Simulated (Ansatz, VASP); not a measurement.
# CdSe: VASP beside Ansatz

```
CELL_PARAMETERS angstrom
0.00000 3.00760 3.00760
3.00760 0.00000 3.00760
3.00760 3.00760 0.00000
ATOMIC_POSITIONS crystal
Cd 0.00000 0.00000 0.00000
Se 0.25000 0.25000 0.25000
```

Alike in both runs: task single point; functional PBE; dispersion D3(BJ); k mesh 8 × 8 × 8; occupations fermi-dirac, width 0.05 eV; no spin polarisation.

|  | VASP | Ansatz |
| --- | --- | --- |
| version | VASP 6.6.1 | Ansatz 0.2.0 |
| potentials or method | VASP PAW PBE potentials, release 64 (Cd, Se) | Ansatz PAW |
| plane-wave cutoff (eV) | 520 | 420 |
| valence electrons in the cell | 18 | 36 |

Ansatz gave:

| Item | Value |
| --- | --- |
| gap on the k mesh at the Fermi level (eV) | 0.68 |
| least direct gap on the mesh (eV) | 0.68 |
| pressure (GPa) | 2.7 |

Q: Estimate VASP's values.

A: gap on the k mesh at the Fermi level (eV): 0.68; least direct gap on the mesh (eV): 0.68; pressure (GPa): 3.1.

VASP's potentials hold 18 valence electrons a cell and Ansatz's 36, so a difference there can come from the potentials and not from the codes.
